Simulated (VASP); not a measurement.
# C (I4_1/amd) in VASP: single point with HSE06

Aim: the single point of C with HSE06.

Program: VASP 6.6.1. These are calculated values, not measurements. Logs are shortened: lines on timing, memory, paths and dates and some standing lists are left out, and cuts for length are marked.

### Step 1. The cell of the first run

Symmetry: I4_1/amd, No. 141, tetragonal system. The conventional cell has a = 2.517 Å, b = 2.517 Å, c = 3.441 Å, α = 90.00°, β = 90.00°, γ = 90.00°. C (site symmetry -4m2) has 4 C at 1.52 Å within 2.0 Å.

### Step 2. Single point, HSE06 (uniaxial x strain -3.3%)

POSCAR reads:

```
C
1.0
    0.0000000000      1.7801241411      1.7801241411
    1.7206679948      0.0000000000      1.7801241411
    1.7206679948      1.7801241411      0.0000000000
C
2
Direct
    0.0000000000      0.0000000000      0.0000000000
    0.2500000000      0.2500000000      0.2500000000
```

INCAR.step1 reads:

```
SYSTEM = C
PREC = Accurate
ENCUT = 520
EDIFF = 1E-5
ISMEAR = 0
SIGMA = 0.01
LREAL = .False.
LASPH = .True.
NELM = 100
ALGO = Normal
ISIF = 2
LWAVE = .True.
NBANDS = 11
GGA = PE
```

INCAR.step2 reads:

```
SYSTEM = C
PREC = Accurate
ENCUT = 520
EDIFF = 1E-6
ISMEAR = 0
SIGMA = 0.01
LREAL = .False.
LASPH = .True.
NELM = 100
ALGO = Normal
ISIF = 2
LWAVE = .False.
LCHARG = .True.
GGA = PE
LHFCALC = .True.
HFSCREEN = 0.2079
PRECFOCK = Normal
LELF = .True.
LVHAR = .True.
NBANDS = 11
ISTART = 1
```

KPOINTS reads:

```
regular mesh
0
Gamma
  8 8 8
  0 0 0
```

Potentials or basis: VASP PAW PBE potentials, release 64 (C).

Run with:

```bash
> cat potpaw_PBE.64/C/POTCAR > POTCAR
> cp INCAR.step1 INCAR
> mpirun -np 1 vasp_std > vasp.out
> cp INCAR.step2 INCAR
> mpirun -np 1 vasp_std > vasp.out
```

OUTCAR:

```text
SYSTEM = C
   PREC = Accurate
   ENCUT = 520
   EDIFF = 1E-6
   ISMEAR = 0
   LREAL = .False.
   LASPH = .True.
   NELM = 100
   ISIF = 2
   GGA = PE
   LHFCALC = .True.
   HFSCREEN = 0.2079
   PRECFOCK = Normal
   ISTART = 1

 ion  position               nearest neighbor table
   1  0.000  0.000  0.000-   2 1.52   2 1.52   2 1.52   2 1.52
   2  0.250  0.250  0.250-   1 1.52   1 1.52   1 1.52   1 1.52

  LATTYP: Found a body centered tetragonal cell.
 ALAT       =     2.5174757031
 C/A-ratio  =     1.3669788294

  Lattice vectors:

 A1 = (  -1.7206679948,   0.0000000000,  -1.7801241411)
 A2 = (  -1.7206679948,   0.0000000000,   1.7801241411)
 A3 = (   1.7206679948,   1.7801241411,   0.0000000000)

Analysis of symmetry for initial positions (statically):
=====================================================================
 Subroutine PRICEL returns:
 Original cell was already a primitive cell.

 Routine SETGRP: Setting up the symmetry group for a
 body centered tetragonal supercell.

 Subroutine GETGRP returns: Found 16 space group operations
 (whereof  8 operations were pure point group operations)
 out of a pool of 16 trial point group operations.

The static configuration has the point symmetry D_2d.
 The point group associated with its full space group is D_4h.

Analysis of symmetry for dynamics (positions and initial velocities):
=====================================================================
 Subroutine PRICEL returns:
 Original cell was already a primitive cell.

 Routine SETGRP: Setting up the symmetry group for a
 body centered tetragonal supercell.

 Subroutine GETGRP returns: Found 16 space group operations
 (whereof  8 operations were pure point group operations)
 out of a pool of 16 trial point group operations.

The dynamic configuration has the point symmetry D_2d.
 The point group associated with its full space group is D_4h.

 Subroutine INISYM returns: Found 16 space group operations
 (whereof  8 operations are pure point group operations),
 and found     1 'primitive' translations

----------------------------------------------------------------------------------------

                                     Primitive cell

  volume of cell :      10.9050

  direct lattice vectors                    reciprocal lattice vectors
     0.000000000  1.780124141  1.780124141    -0.290584820  0.280879287  0.280879287
     1.720667995  0.000000000  1.780124141     0.290584820 -0.280879287  0.280879287
     1.720667995  1.780124141  0.000000000     0.290584820  0.280879287 -0.280879287

  length of vectors
     2.517475703  2.475790845  2.475790845     0.492164491  0.492164491  0.492164491

  position of ions in fractional coordinates (direct lattice)
     0.000000000  0.000000000  0.000000000
     0.250000000  0.250000000  0.250000000

  ion indices of the primitive-cell ions
   primitive index   ion index
                 1           1
                 2           2

----------------------------------------------------------------------------------------

 KPOINTS: regular mesh

Automatic generation of k-mesh.
 Grid dimensions read from file:
 generate k-points for:    8    8    8

 Generating k-lattice:

  Cartesian coordinates                     Fractional coordinates (reciprocal lattice)
    -0.036323103  0.035109911  0.035109911     0.125000000 -0.000000000 -0.000000000
     0.036323103 -0.035109911  0.035109911     0.000000000  0.125000000  0.000000000
     0.036323103  0.035109911 -0.035109911     0.000000000  0.000000000  0.125000000

  Length of vectors
     0.061520561  0.061520561  0.061520561

  Shift w.r.t. Gamma in fractional coordinates (k-lattice)
     0.000000000  0.000000000  0.000000000

 Subroutine IBZKPT returns following result:
 ===========================================

 Found     59 irreducible k-points:

 Following reciprocal coordinates:
            Coordinates               Weight
  0.000000  0.000000  0.000000      1.000000
  0.125000  0.000000  0.000000      8.000000
  0.250000  0.000000  0.000000      8.000000
  0.375000  0.000000  0.000000      8.000000
  0.500000  0.000000  0.000000      4.000000
  0.125000  0.125000  0.000000      4.000000
[... 16 lines left out ...]
  0.250000  0.125000  0.125000      4.000000
  0.375000  0.125000  0.125000      8.000000
 [... further k-points ...]
   k-points           NKPTS =     59   k-points in BZ     NKDIM =    512   number of bands    NBANDS=     11
   number of dos      NEDOS =    301   number of ions     NIONS =      2
   total plane-waves  NPLWV =   6480
   dimension x,y,z NGX =    20 NGY =   18 NGZ =   18
   dimension x,y,z NGXF=    40 NGYF=   36 NGZF=   36
   ions per type =               2
   NGX,Y,Z   is equivalent  to a cutoff of  13.21, 12.09, 12.09 a.u.
   NGXF,Y,Z  is equivalent  to a cutoff of  26.41, 24.17, 24.17 a.u.
 SYSTEM =  C
   PREC   = accura    normal or accurate (medium, high low for compatibility)
   ISTART =      1    job   : 0-new  1-cont  2-samecut
   ICHARG =      0    charge: 1-file 2-atom 10-const
   ISPIN  =      1    spin polarized calculation?
   LNONCOLLINEAR =      F non collinear calculations
   LSORBIT =      F    spin-orbit coupling
   LASPH  =      T    aspherical Exc in radial PAW
   ENCUT  =  520.0 eV  38.22 Ry    6.18 a.u.   4.68  4.60  4.60*2*pi/ulx,y,z
   NELM   =    100;   NELMIN=  2; NELMDL=  0     # of ELM steps
   EDIFF  = 0.1E-05   stopping-criterion for ELM
   LREAL  =      F    real-space projection
   EDIFFG = 0.1E-04   stopping-criterion for IOM
   NSW    =      0    number of steps for IOM
   IBRION =     -1    ionic relax: 0-MD 1-quasi-New 2-CG
   NFREE  =      0    steps in history (QN), initial steepest desc. (CG)
   ISIF   =      2    stress and relaxation
   ISYM   =      3    0-nonsym 1-usesym 2-fastsym
   POTIM  = 0.5000    time-step for ionic-motion
   TEBEG  =    0.0;   TEEND  =   0.0 temperature during run
   PSTRESS=    0.0 pullay stress
   NELECT =       8.0000    total number of electrons
   NUPDOWN=      -1.0000    fix difference up-down
   EMIN   =  10.00;   EMAX   =-10.00  energy-range for DOS
   EFERMI =   0.00;   METHOD = LEGACY
   ISMEAR =     0;   SIGMA  =   0.01  broadening in eV -4-tet -1-fermi 0-gaus
   EFERMI_NEDOS =   21; number of points for ismear=-14 and -15
   IALGO  =     38    algorithm
   IMIX   =      1    mixing-type and parameters
     AMIX     =   0.40;   BMIX     =  1.00
     AMIX_MAG =   1.60;   BMIX_MAG =  1.00
  volume/ion in A,a.u.               =       5.45        36.80
  Fermi-wavevector in a.u.,A,eV,Ry     =   1.476485  2.790151 29.660796  2.180007
  Thomas-Fermi vector in A             =   2.591006
   LORBIT       =      0    0 simple, 1 ext, 2 COOP (PROOUT), +10 PAW based schemes
   GGA     = PE    functional components
   LHFCALC =     T    Hartree Fock is set to
   PRECFOCK=normal    Normal, Fast or Accurate (Low or Medium for compatibility)
   ENCUT4O =  -1.0   cutoff for four orbital integrals eV
   NKREDX  =     1    reduce k-point grid by
   NKREDY  =     1    reduce k-point grid by
   NKREDZ  =     1    reduce k-point grid by
   AEXX    =    0.2500 exact exchange contribution
   HFSCREEN=    0.2079 screening length (either q_TF or 0.3 A-1)
   HFSCREENC=   0.2079 screening length for correlation (either q_TF or 0.3 A-1)
   ENCUTFOCK=  -1.0 apply spherical cutoff to Coloumb kernel
   IVDW    =     0    specifies the selected vdW correction
   LEPSILON=     F    determine dielectric tensor
   LRPA    =     F    only Hartree local field effects (RPA)
 non-spin polarized calculation
 Gauss-broadening in eV      SIGMA  =   0.01
  energy-cutoff  :      520.00
  volume of cell :       10.91
 maximum number of plane-waves:       306
  NGX = 16; NGY = 14; NGZ = 14

 number of electron       8.0000000 magnetization

 Free energy of the ion-electron system (eV)
  ---------------------------------------------------
  ext. energy  EPLUGINS =         0.00000000
  ---------------------------------------------------
  free energy    TOTEN  =       -21.01667421 eV

  energy without entropy =      -21.01667421  energy(sigma->0) =      -21.01667421

 E-fermi :  10.1278     XC(G=0): -10.9766

 val. band max:       10.0418916428   @ k =   0.0000   0.0000   0.0000
 cond. band min:      14.4900878465   @ k =   0.0000   0.3750   0.3750
 fundamental gap:      4.4481962037
 Fermi energy:        10.1278448620

 k-point     1 :       0.0000    0.0000    0.0000
  band No.  band energies     occupation
      1     -14.4126      2.00000
      2       9.5104      2.00000
      3       9.5104      2.00000
      4      10.0419      2.00000
      5      16.4956      0.00000
      6      16.9378      0.00000
      7      16.9378      0.00000
      8      25.8903      0.00000
      9      31.0874      0.00000
     10      37.5179      0.00000
     11      38.8158      0.00000

 k-point     2 :       0.1250    0.0000    0.0000
  band No.  band energies     occupation
      1     -13.9322      2.00000
      2       6.9908      2.00000
      3       8.7643      2.00000
      4       9.1814      2.00000
      5      17.4872      0.00000
      6      17.8676      0.00000
      7      18.3356      0.00000
      8      26.2184      0.00000
      9      31.8319      0.00000
     10      34.5752      0.00000
     11      35.5006      0.00000

 k-point     3 :       0.2500    0.0000    0.0000
  band No.  band energies     occupation
      1     -12.5039      2.00000
      2       2.2774      2.00000
      3       7.4692      2.00000
      4       7.9822      2.00000
      5      18.9130      0.00000
      6      19.2394      0.00000
      7      19.9901      0.00000
      8      27.0064      0.00000
      9      32.6374      0.00000
     10      33.8068      0.00000
     11      34.3890      0.00000
[... 267 lines left out ...]
 k-point    23 :       0.2500    0.1250    0.1250
  band No.  band energies     occupation
      1     -13.1644      2.00000
      2       5.2392      2.00000
      3       6.3327      2.00000
      4       8.5684      2.00000
      5      18.2401      0.00000
      6      19.2443      0.00000
      7      19.8856      0.00000
      8      26.1875      0.00000
      9      31.8563      0.00000
     10      32.6638      0.00000
     11      34.5171      0.00000

 k-point    24 :       0.3750    0.1250    0.1250
  band No.  band energies     occupation
      1     -11.4644      2.00000
      2       1.0708      2.00000
      3       5.0615      2.00000
      4       7.2852      2.00000
      5      19.6308      0.00000
      6      19.6954      0.00000
      7      21.7206      0.00000
      8      26.4366      0.00000
      9      31.8419      0.00000
     10      32.9954      0.00000
     11      35.8019      0.00000

 [... further k-points ...]

------------------------ aborting loop because EDIFF is reached ----------------------------------------

  FORCE on cell =-STRESS in cart. coord.  units (eV):
  Direction    XX          YY          ZZ          XY          YZ          ZX
  --------------------------------------------------------------------------------------
  -------------------------------------------------------------------------------------
  Total        2.3027571      0.0259104      0.0259104      0.0000000      0.0000000     -0.0000000
  in kB      338.3226419      3.8067711      3.8067711      0.0000000      0.0000000     -0.0000000
  external PRESSURE =     115.3120614 kB  Pullay stress =       0.0000000 kB

 VOLUME and BASIS-vectors are now :
 -----------------------------------------------------------------------------
  energy-cutoff  :      520.00
  volume of cell :       10.91
      direct lattice vectors                 reciprocal lattice vectors
     0.000000000  1.780124141  1.780124141    -0.290584820  0.280879287  0.280879287
     1.720667995  0.000000000  1.780124141     0.290584820 -0.280879287  0.280879287
     1.720667995  1.780124141  0.000000000     0.290584820  0.280879287 -0.280879287

 POSITION                                       TOTAL-FORCE (eV/Angst)
 -----------------------------------------------------------------------------------
      0.00000      0.00000      0.00000         0.000000      0.000000      0.000000
      0.86033      0.89006      0.89006        -0.000000      0.000000      0.000000
 -----------------------------------------------------------------------------------
    total drift:                               -0.000000      0.000000      0.000000

  FREE ENERGIE OF THE ION-ELECTRON SYSTEM (eV)
  ---------------------------------------------------
  free  energy   TOTEN  =       -21.0166742101 eV

  energy  without entropy=      -21.0166742101  energy(sigma->0) =      -21.01667421
```

Run time: 19 min. Hardware: 1 thread of Intel Xeon Platinum 8488C (Sapphire Rapids), shared host; peak memory 0.23 GiB.

Results:

```yaml
Free_energy: -21.0167 eV
Pressure: 11.5 GPa
Band_gap_on_the_k_mesh: 4.45 eV (least direct gap 6.45 eV)
```

Stress tensor (GPa, compression positive):
```
33.83  0.00  0.00
 0.00  0.38  0.00
 0.00  0.00  0.38
```

Levels at points of the mesh, in eV from the valence-band top:
```
           k point  band 1  band 2  band 3  band 4  band 5  band 6  band 7  band 8
(0.00, 0.00, 0.00)  -24.45   -0.53   -0.53    0.00    6.45    6.90    6.90   15.85
(0.50, 0.00, 0.00)  -17.99  -15.44   -3.85   -3.20    9.56    9.65   11.02   17.63
(0.50, 0.50, 0.00)  -14.91  -14.91   -7.29   -7.29    5.93    5.93   19.38   19.38
(0.00, 0.50, 0.50)  -14.33  -14.33   -7.84   -7.84    5.09    5.09   19.61   19.61
```

Caveat: the cell differs from its parent crystal (uniaxial x strain -3.3%); the cell stands under pressure; the PAW data sets were made with another functional, which shifts forces and pressure a little.
